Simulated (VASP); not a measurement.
**AlCu3: relaxation of cell and atoms with PBEsol**

Crystal: AlCu3.

```
Al Cu
1.0
     0.00000    2.88347    2.88347
     2.88347    0.00000    2.88347
     2.88347    2.88347    0.00000
Al Cu
1 3
Cartesian
  0.0000 0.0000 0.0000
  2.8835 2.8835 2.8835
  1.4417 1.4417 1.4417
  4.3252 4.3252 4.3252
```

```yaml
Program: VASP 6.6.1
Task: relaxation of cell and atoms
Functional: PBEsol
Potentials_or_basis: VASP PAW PBE potentials, release 64 (Al, Cu)
Cutoff: 600 eV
k_mesh: 12 × 12 × 12
Occupations: fermi-dirac, width 0.15 eV
Spin: no spin polarisation
Dipole_correction: no
Further_INCAR_settings: ALGO = Normal; EDIFF = 1e-06; IBRION = 2; EDIFFG = -0.001; NSW = 80; ISIF = 3
```

```yaml
Relaxed_volume: 12.04 Å³/atom
Relaxed_cell: a = 4.084 Å, b = 4.084 Å, c = 4.084 Å, α = 60.00°, β = 60.00°, γ = 60.00°
Space_group_after_relaxing_to_0.05_Å: Fm-3m (No. 225)
Energy_gained_by_relaxing: 0.1 meV/atom
Ionic_steps: 18
Pressure_after_relaxing: 0.0 GPa
Band_gap_on_the_k_mesh: zero (band 18 reaches 12.29 eV, above the bottom of band 19 at 6.42 eV)
```

Step by step:
| step | energy change (eV) | largest force (eV/Å) | pressure (GPa) | volume (Å³) |
| --- | --- | --- | --- | --- |
| 1 | 0.0000 | 0.0000 | 0.98 | 47.95 |
| 2 | 0.0004 | 0.0000 | -0.91 | 48.46 |
| 3 | -0.0004 | 0.0000 | 0.02 | 48.15 |
| 4 | -0.0004 | 0.0000 | 0.07 | 48.16 |
| 5 | -0.0002 | 0.0000 | -0.36 | 48.31 |
| 6 | -0.0004 | 0.0000 | -0.16 | 48.18 |
| 7 | -0.0004 | 0.0000 | -0.13 | 48.17 |
| 8 | -0.0004 | 0.0000 | 0.07 | 48.11 |
| 9 | -0.0004 | 0.0000 | 0.11 | 48.13 |
| 10 | -0.0004 | 0.0000 | 0.14 | 48.15 |
| 11 | -0.0004 | 0.0000 | 0.06 | 48.16 |
| 12 | -0.0004 | 0.0000 | 0.03 | 48.16 |
| 13 | -0.0004 | 0.0000 | 0.02 | 48.16 |
| 14 | -0.0004 | 0.0000 | -0.02 | 48.16 |
| 15 | -0.0004 | 0.0000 | 0.11 | 48.16 |
| 16 | -0.0004 | 0.0000 | -0.08 | 48.16 |
| 17 | -0.0004 | 0.0000 | 0.02 | 48.16 |
| 18 | -0.0004 | 0.0000 | -0.01 | 48.16 |

Final structure:
```cif
data_structure
_symmetry_space_group_name_H-M 'P 1'
_symmetry_Int_Tables_number 1
_cell_length_a 4.0839
_cell_length_b 4.0839
_cell_length_c 4.0839
_cell_angle_alpha 60.000
_cell_angle_beta 60.000
_cell_angle_gamma 60.000
_cell_volume 48.16
loop_
_atom_site_label
_atom_site_type_symbol
_atom_site_fract_x
_atom_site_fract_y
_atom_site_fract_z
_atom_site_occupancy
Al1 Al 0.00000 0.00000 0.00000 1
Cu1 Cu 0.50000 0.50000 0.50000 1
Cu2 Cu 0.25000 0.25000 0.25000 1
Cu3 Cu 0.75000 0.75000 0.75000 1
```

Levels at points of the mesh, in eV from the Fermi level:
| k point | band 14 | band 15 | band 16 | band 17 | band 18 | band 19 | band 20 | band 21 | band 22 |
| --- | --- | --- | --- | --- | --- | --- | --- | --- | --- |
| (0.00, 0.00, 0.00) | -2.65 | -2.53 | -2.53 | 3.71 | 3.71 | 3.71 | 4.12 | 4.12 | 4.12 |
| (0.50, 0.00, 0.00) | -2.64 | -2.49 | -2.49 | -2.20 | 2.63 | 2.63 | 2.88 | 2.88 | 3.59 |
| (0.50, 0.50, 0.00) | -2.40 | -2.40 | -2.35 | -2.20 | -2.20 | -2.15 | 1.94 | 2.30 | 10.86 |

It took 13 min on 1 thread of Intel Xeon 6975P-C (shared host), peak memory 0.27 GiB.

Caveat: the PAW data sets were made with another functional, which shifts forces and pressure a little.
